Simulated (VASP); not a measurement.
# Au (I4/mmm) in VASP: notebook

Au is run at these levels: PBE; tasks: single point.

Program: VASP 6.6.1. These are calculated values, not measurements. Logs are shortened: lines on timing, memory, paths and dates and some standing lists are left out, and cuts for length are marked.

## 1. The cell of the first run

The structure is tetragonal, space group I4/mmm (No. 139). Conventional cell: a = 3.124 Å, b = 3.124 Å, c = 3.927 Å, α = 90.00°, β = 90.00°, γ = 90.00°. Within 4.0 Å of Au (site symmetry 4/mmm) lie 14 Au at 2.96 to 3.93 Å.

## 2. Single point, PBE (strain +0.080 along x and y, -0.040 along z)

Input file INCAR:

```
ALGO     = Fast           # electronic algorithm
EDIFF    = 1E-6           # SCF threshold, eV
ENCUT    = 520            # plane-wave cutoff, eV
GGA      = PE             # functional
ISIF     = 2              # what is computed and relaxed
ISMEAR   = 0              # smearing method
LASPH    = True           # aspherical terms in the spheres
LCHARG   = True           # write CHGCAR
LELF     = True           # ELF
LREAL    = False          # projectors in reciprocal space
LVHAR    = True         
LWAVE    = False          # write WAVECAR
NBANDS   = 12             # bands
NELM     = 60             # most SCF steps
PREC     = Accurate       # precision mode
SIGMA    = 0.15           # smearing width, eV
```

Input file KPOINTS:

```
k-points
0
Gamma
  20 20 20
```

Input file POSCAR:

```
Au
1.0
    0.0000000000      2.2091400000      1.9636800000
    2.2091400000      0.0000000000      1.9636800000
    2.2091400000      2.2091400000      0.0000000000
Au
1
Direct
    0.0000000000      0.0000000000      0.0000000000
```

Potentials or basis: VASP PAW PBE potentials, release 64 (Au).

The run is started by

```
$ cat potpaw_PBE.64/Au/POTCAR > POTCAR
$ mpirun -np 1 vasp_std > vasp.out
```

OUTCAR:

```text
EDIFF = 1E-6
   ENCUT = 520
   GGA = PE
   ISIF = 2
   ISMEAR = 0
   LASPH = True
   LREAL = False
   NELM = 60
   PREC = Accurate

 ion  position               nearest neighbor table
   1  0.000  0.000  0.000-

  LATTYP: Found a body centered tetragonal cell.
 ALAT       =     3.1241957492
 C/A-ratio  =     1.2570787221

  Lattice vectors:

 A1 = (   0.0000000000,  -2.2091400000,  -1.9636800000)
 A2 = (   0.0000000000,   2.2091400000,  -1.9636800000)
 A3 = (   2.2091400000,   0.0000000000,   1.9636800000)

Analysis of symmetry for initial positions (statically):
=====================================================================
 Subroutine PRICEL returns:
 Original cell was already a primitive cell.

 Routine SETGRP: Setting up the symmetry group for a
 body centered tetragonal supercell.

 Subroutine GETGRP returns: Found 16 space group operations
 (whereof 16 operations were pure point group operations)
 out of a pool of 16 trial point group operations.

The static configuration has the point symmetry D_4h.

Analysis of symmetry for dynamics (positions and initial velocities):
=====================================================================
 Subroutine PRICEL returns:
 Original cell was already a primitive cell.

 Routine SETGRP: Setting up the symmetry group for a
 body centered tetragonal supercell.

 Subroutine GETGRP returns: Found 16 space group operations
 (whereof 16 operations were pure point group operations)
 out of a pool of 16 trial point group operations.

The dynamic configuration has the point symmetry D_4h.

 Subroutine INISYM returns: Found 16 space group operations
 (whereof 16 operations are pure point group operations),
 and found     1 'primitive' translations

----------------------------------------------------------------------------------------

                                     Primitive cell

  volume of cell :      19.1667

  direct lattice vectors                    reciprocal lattice vectors
     0.000000000  2.209140000  1.963680000    -0.226332419  0.226332419  0.254623971
     2.209140000  0.000000000  1.963680000     0.226332419 -0.226332419  0.254623971
     2.209140000  2.209140000  0.000000000     0.226332419  0.226332419 -0.254623971

  length of vectors
     2.955729805  2.955729805  3.124195749     0.409006228  0.409006228  0.409006228

  position of ions in fractional coordinates (direct lattice)
     0.000000000  0.000000000  0.000000000

  ion indices of the primitive-cell ions
   primitive index   ion index
                 1           1

----------------------------------------------------------------------------------------

 KPOINTS: k-points

Automatic generation of k-mesh.
 Grid dimensions read from file:
 generate k-points for:   20   20   20

 Generating k-lattice:

  Cartesian coordinates                     Fractional coordinates (reciprocal lattice)
    -0.011316621  0.011316621  0.012731199     0.050000000  0.000000000  0.000000000
     0.011316621 -0.011316621  0.012731199     0.000000000  0.050000000  0.000000000
     0.011316621  0.011316621 -0.012731199     0.000000000  0.000000000  0.050000000

  Length of vectors
     0.020450311  0.020450311  0.020450311

  Shift w.r.t. Gamma in fractional coordinates (k-lattice)
     0.000000000  0.000000000  0.000000000

 Subroutine IBZKPT returns following result:
 ===========================================

 Found    641 irreducible k-points:

 Following reciprocal coordinates:
            Coordinates               Weight
  0.000000  0.000000  0.000000      1.000000
  0.050000  0.000000  0.000000      8.000000
  0.100000  0.000000  0.000000      8.000000
  0.150000  0.000000  0.000000      8.000000
  0.200000  0.000000  0.000000      8.000000
  0.250000  0.000000  0.000000      8.000000
[... 16 lines left out ...]
 -0.400000  0.050000  0.000000      8.000000
 -0.350000  0.050000  0.000000      8.000000
 [... further k-points ...]
   k-points           NKPTS =    641   k-points in BZ     NKDIM =    641   number of bands    NBANDS=     12
   number of dos      NEDOS =    301   number of ions     NIONS =      1
   total plane-waves  NPLWV =  13824
   dimension x,y,z NGX =    24 NGY =   24 NGZ =   24
   dimension x,y,z NGXF=    48 NGYF=   48 NGZF=   48
   ions per type =               1
   NGX,Y,Z   is equivalent  to a cutoff of  13.50, 13.50, 12.77 a.u.
   NGXF,Y,Z  is equivalent  to a cutoff of  27.00, 27.00, 25.54 a.u.
 SYSTEM =  unknown system
   PREC   = accura    normal or accurate (medium, high low for compatibility)
   ISTART =      0    job   : 0-new  1-cont  2-samecut
   ICHARG =      2    charge: 1-file 2-atom 10-const
   ISPIN  =      1    spin polarized calculation?
   LNONCOLLINEAR =      F non collinear calculations
   LSORBIT =      F    spin-orbit coupling
   LASPH  =      T    aspherical Exc in radial PAW
   ENCUT  =  520.0 eV  38.22 Ry    6.18 a.u.   5.50  5.50  5.81*2*pi/ulx,y,z
   NELM   =     60;   NELMIN=  2; NELMDL= -5     # of ELM steps
   EDIFF  = 0.1E-05   stopping-criterion for ELM
   LREAL  =      F    real-space projection
   EDIFFG = 0.1E-04   stopping-criterion for IOM
   NSW    =      0    number of steps for IOM
   IBRION =     -1    ionic relax: 0-MD 1-quasi-New 2-CG
   NFREE  =      0    steps in history (QN), initial steepest desc. (CG)
   ISIF   =      2    stress and relaxation
   ISYM   =      2    0-nonsym 1-usesym 2-fastsym
   POTIM  = 0.5000    time-step for ionic-motion
   TEBEG  =    0.0;   TEEND  =   0.0 temperature during run
   PSTRESS=    0.0 pullay stress
   NELECT =      11.0000    total number of electrons
   NUPDOWN=      -1.0000    fix difference up-down
   EMIN   =  10.00;   EMAX   =-10.00  energy-range for DOS
   EFERMI =   0.00;   METHOD = LEGACY
   ISMEAR =     0;   SIGMA  =   0.15  broadening in eV -4-tet -1-fermi 0-gaus
   EFERMI_NEDOS =   21; number of points for ismear=-14 and -15
   IALGO  =     68    algorithm
   IMIX   =      4    mixing-type and parameters
     AMIX     =   0.40;   BMIX     =  1.00
     AMIX_MAG =   1.60;   BMIX_MAG =  1.00
  volume/ion in A,a.u.               =      19.17       129.34
  Fermi-wavevector in a.u.,A,eV,Ry     =   1.360473  2.570922 25.182851  1.850887
  Thomas-Fermi vector in A             =   2.487132
   LORBIT       =      0    0 simple, 1 ext, 2 COOP (PROOUT), +10 PAW based schemes
   GGA     = PE    functional components
   LHFCALC =     F    Hartree Fock is set to
   AEXX    =    0.0000 exact exchange contribution
   IVDW    =     0    specifies the selected vdW correction
   LEPSILON=     F    determine dielectric tensor
   LRPA    =     F    only Hartree local field effects (RPA)
 non-spin polarized calculation
 RMM-DIIS sequential band-by-band and
 Gauss-broadening in eV      SIGMA  =   0.15
  energy-cutoff  :      520.00
  volume of cell :       19.17
 maximum number of plane-waves:       532
 NGX is ok and might be reduce to    24
   NGX = 11   NGY = 11   NGZ = 11

 number of electron      10.9999999 magnetization

 Free energy of the ion-electron system (eV)
  ---------------------------------------------------
  ext. energy  EPLUGINS =         0.00000000
  ---------------------------------------------------
  free energy    TOTEN  =        -3.18521411 eV

  energy without entropy =       -3.18080497  energy(sigma->0) =       -3.18300954

 E-fermi :   7.6276     XC(G=0): -12.0221

 val. band max:        7.6030601411   @ k =   0.5000   0.1500   0.3000
 cond. band min:       7.6348708488   @ k =  -0.3500   0.2000   0.0500
 fundamental gap:      0.0318107076
 Fermi energy:         7.6276082878

 k-point     1 :       0.0000    0.0000    0.0000
  band No.  band energies     occupation
      1      -1.0385      2.00000
      2       3.3055      2.00000
      3       3.3055      2.00000
      4       4.0829      2.00000
      5       4.2763      2.00000
      6       5.1034      2.00000
      7      22.4566      0.00000
      8      25.1110      0.00000
      9      25.1110      0.00000
     10      26.6299      0.00000
     11      30.3536      0.00000
     12      32.5095      0.00000

 k-point     2 :       0.0500    0.0000    0.0000
  band No.  band energies     occupation
      1      -0.9592      2.00000
      2       3.3066      2.00000
      3       3.3302      2.00000
      4       4.0815      2.00000
      5       4.2756      2.00000
      6       5.0859      2.00000
      7      22.5250      0.00000
      8      24.8045      0.00000
      9      25.1898      0.00000
     10      26.3829      0.00000
     11      30.7106      0.00000
     12      31.5257      0.00000

 k-point     3 :       0.1000    0.0000    0.0000
  band No.  band energies     occupation
      1      -0.7261      2.00000
      2       3.3056      2.00000
      3       3.3904      2.00000
      4       4.0848      2.00000
      5       4.2876      2.00000
      6       5.0403      2.00000
      7      22.6232      0.00000
      8      23.7962      0.00000
      9      25.4119      0.00000
     10      26.3144      0.00000
     11      29.6578      0.00000
     12      31.1284      0.00000

 k-point     4 :       0.1500    0.0000    0.0000
  band No.  band energies     occupation
      1      -0.3553      2.00000
      2       3.3014      2.00000
      3       3.4453      2.00000
      4       4.1041      2.00000
      5       4.3532      2.00000
      6       4.9872      2.00000
      7      21.7876      0.00000
      8      23.2494      0.00000
      9      25.7216      0.00000
     10      26.5204      0.00000
     11      28.5185      0.00000
     12      29.8912      0.00000

 k-point     5 :       0.2000    0.0000    0.0000
  band No.  band energies     occupation
      1       0.1160      2.00000
      2       3.3231      2.00000
      3       3.4492      2.00000
      4       4.1307      2.00000
      5       4.5161      2.00000
      6       4.9605      2.00000
      7      20.0409      0.00000
      8      23.2128      0.00000
      9      25.9570      0.00000
     10      26.7649      0.00000
     11      27.9730      0.00000
     12      28.8092      0.00000
[... 228 lines left out ...]
      1       1.3954      2.00000
      2       3.1468      2.00000
      3       3.8827      2.00000
      4       5.2369      2.00000
      5       5.9361      2.00000
      6       7.5128      1.72094
      7      10.2318      0.00000
      8      21.2856      0.00000
      9      22.4445      0.00000
     10      25.4562      0.00000
     11      29.9707      0.00000
     12      30.2878      0.00000

 k-point    22 :      -0.4500    0.0500    0.0000
  band No.  band energies     occupation
      1       1.3942      2.00000
      2       3.1527      2.00000
      3       3.8778      2.00000
      4       5.2828      2.00000
      5       5.8550      2.00000
      6       7.1109      2.00000
      7      10.7077      0.00000
      8      21.3427      0.00000
      9      22.7023      0.00000
     10      25.2048      0.00000
     11      29.9260      0.00000
     12      30.1297      0.00000

 k-point    23 :      -0.4000    0.0500    0.0000
  band No.  band energies     occupation
      1       1.3833      2.00000
      2       3.1905      2.00000
      3       3.9032      2.00000
      4       5.1367      2.00000
      5       5.6528      2.00000
      6       6.1524      2.00000
      7      12.1688      0.00000
      8      21.5683      0.00000
      9      23.2800      0.00000
     10      25.1191      0.00000
     11      29.6761      0.00000
     12      29.7666      0.00000

 k-point    24 :      -0.3500    0.0500    0.0000
  band No.  band energies     occupation
      1       1.3244      2.00000
      2       3.2563      2.00000
      3       3.9551      2.00000
      4       4.5797      2.00000
      5       5.3631      2.00000
      6       5.5860      2.00000
      7      13.9204      0.00000
      8      21.9540      0.00000
      9      24.1432      0.00000
     10      25.1480      0.00000
     11      29.1818      0.00000
     12      29.2302      0.00000

 [... further k-points ...]

------------------------ aborting loop because EDIFF is reached ----------------------------------------

  FORCE on cell =-STRESS in cart. coord.  units (eV):
  Direction    XX          YY          ZZ          XY          YZ          ZX
  --------------------------------------------------------------------------------------
  -------------------------------------------------------------------------------------
  Total       -0.9113235     -0.9113235     -0.7980196      0.0000000      0.0000000      0.0000000
  in kB      -76.1791232    -76.1791232    -66.7078527      0.0000000      0.0000000      0.0000000
  external PRESSURE =     -73.0220330 kB  Pullay stress =       0.0000000 kB

 VOLUME and BASIS-vectors are now :
 -----------------------------------------------------------------------------
  energy-cutoff  :      520.00
  volume of cell :       19.17
      direct lattice vectors                 reciprocal lattice vectors
     0.000000000  2.209140000  1.963680000    -0.226332419  0.226332419  0.254623971
     2.209140000  0.000000000  1.963680000     0.226332419 -0.226332419  0.254623971
     2.209140000  2.209140000  0.000000000     0.226332419  0.226332419 -0.254623971

 POSITION                                       TOTAL-FORCE (eV/Angst)
 -----------------------------------------------------------------------------------
      0.00000      0.00000      0.00000         0.000000      0.000000      0.000000
 -----------------------------------------------------------------------------------
    total drift:                               -0.000000      0.000000     -0.000000

  FREE ENERGIE OF THE ION-ELECTRON SYSTEM (eV)
  ---------------------------------------------------
  free  energy   TOTEN  =        -3.1852141086 eV

  energy  without entropy=       -3.1808049740  energy(sigma->0) =       -3.18300954
```

It took 71 s on 1 thread of Intel Xeon Platinum 8488C (Sapphire Rapids), shared host; peak memory 0.26 GiB.

What came out:

| Quantity | Value |
| --- | --- |
| Free energy | -3.1852 eV |
| Pressure | -7.3 GPa |
| Band gap on the k mesh | zero (an odd number of electrons rules out a gap without spin polarisation) |

Levels at points of the mesh, in eV from the Fermi level:
| k point | band 4 | band 5 | band 6 | band 7 | band 8 | band 9 |
| --- | --- | --- | --- | --- | --- | --- |
| (0.00, 0.00, 0.00) | -3.54 | -3.35 | -2.52 | 14.83 | 17.48 | 17.48 |
| (0.50, 0.00, 0.00) | -2.14 | -1.69 | -0.39 | 2.55 | 13.57 | 15.03 |
| (0.50, 0.50, 0.00) | -1.62 | -1.62 | 2.70 | 6.52 | 8.41 | 8.41 |
| (0.50, 0.00, 0.50) | -1.98 | -1.41 | 0.79 | 4.15 | 10.40 | 10.51 |

Caveat: the cell differs from its parent crystal (strain +0.080 along x and y, -0.040 along z); the cell stands under tension; spin-orbit coupling is left out, which moves the levels of the heavy elements.

(Part 1 of 2 ends here.)
